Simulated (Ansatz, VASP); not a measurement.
## SbMo: VASP beside Ansatz

```
Mo Sb
1.0
     0.00000    2.79881    2.79881
     2.79881    0.00000    2.79881
     2.79881    2.79881    0.00000
Mo Sb
1 1
Direct
  0.00000 0.00000 0.00000
  0.50000 0.50000 0.50000
```

Alike in both runs: task relaxation of cell and atoms; functional LDA; k mesh 13 × 13 × 13; occupations fermi-dirac, width 0.1 eV; no spin polarisation.

|  | VASP | Ansatz |
| --- | --- | --- |
| version | VASP 6.6.1 | Ansatz 0.2.0 |
| potentials or method | VASP PAW LDA potentials, release 64 (Mo_sv, Sb) | PAW with Ansatz's default frozen-core files, scalar-relativistic |
| plane-wave cutoff (eV) | 600 | 420 |
| valence electrons in the cell | 19 | 29 |

Ansatz gave:

```
relaxed volume (Å³/atom)                                        : 19.88
relaxed length of the cell vector where the two differ most in proportion (Å) : 3.831
```

Problem. Which values does VASP return?

Solution. Relaxed volume (Å³/atom): 19.93; relaxed length of the cell vector where the two differ most in proportion (Å): 3.834.

LDA's correlation is that of Perdew and Zunger in VASP and of Perdew and Wang (1992) in Ansatz. VASP's potentials hold 19 valence electrons a cell and Ansatz's 29, so a difference there can come from the potentials and not from the codes.

Spin-orbit coupling is off throughout.
